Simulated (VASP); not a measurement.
Set up this calculation in VASP 6.6.1, as the native input.

```
Task                   : single point
Functional             : r2SCAN
Potentials or basis    : VASP PAW PBE potentials, release 64 (Mg, Se)
Cutoff                 : 660 eV
k mesh                 : 6 × 6 × 6
Occupations            : gaussian, width 0.2 eV
Spin                   : no spin polarisation
Dipole correction      : no
Further INCAR settings : ALGO = Normal; EDIFF = 1e-06; NBANDS = 11
```

Crystal: MgSe.

```
CELL_PARAMETERS angstrom
0.00000 2.73627 2.73627
2.73627 0.00000 2.73627
2.73627 2.73627 0.00000
ATOMIC_POSITIONS crystal
Mg 0.00000 0.00000 0.00000
Se 0.50000 0.50000 0.50000
```

The input as run:

POSCAR

```
MgSe
1.0
    0.0000000000      2.7362693767      2.7362693767
    2.7362693767      0.0000000000      2.7362693767
    2.7362693767      2.7362693767      0.0000000000
Mg Se
1 1
Direct
    0.0000000000      0.0000000000      0.0000000000
    0.5000000000      0.5000000000      0.5000000000
```

INCAR.step1

```
ALGO = Normal ; EDIFF = 1E-5
ENCUT = 660 ; GGA = PE
GGA_COMPAT = F ; ISMEAR = 0
LASPH = T ; LCHARG = F
LREAL = F ; LWAVE = T
NBANDS = 11 ; NELM = 120
PREC = Accurate ; SIGMA = 0.2
```

INCAR.step2

```
ALGO = Normal ; EDIFF = 1E-6
ENCUT = 660 ; GGA_COMPAT = F
ISIF = 2 ; ISMEAR = 0
ISTART = 1 ; LASPH = T
LCHARG = F ; LMIXTAU = T
LREAL = F ; LWAVE = F
METAGGA = R2SCAN ; NBANDS = 11
NELM = 120 ; PREC = Accurate
SIGMA = 0.2
```

KPOINTS

```
k-points
0
Gamma
  6 6 6
```

Potentials or basis: VASP PAW PBE potentials, release 64 (Mg, Se).

Launch:

```console
$ cat potpaw_PBE.64/Mg/POTCAR potpaw_PBE.64/Se/POTCAR > POTCAR
$ cp INCAR.step1 INCAR
$ mpirun -np 1 vasp_std > vasp.out
$ cp INCAR.step2 INCAR
$ mpirun -np 1 vasp_std > vasp.out
```

It gave:

| Quantity | Value |
| --- | --- |
| Pressure | -0.3 GPa |
| Band gap on the k mesh | 2.44 eV (least direct gap 3.41 eV) |

Caveat: the PAW data sets were made with another functional, which shifts forces and pressure a little.

It took 31 s on 1 thread of Intel(R) Xeon(R) Platinum 8375C CPU @ 2.90GHz (Ice Lake) (shared host), peak memory 0.19 GiB.
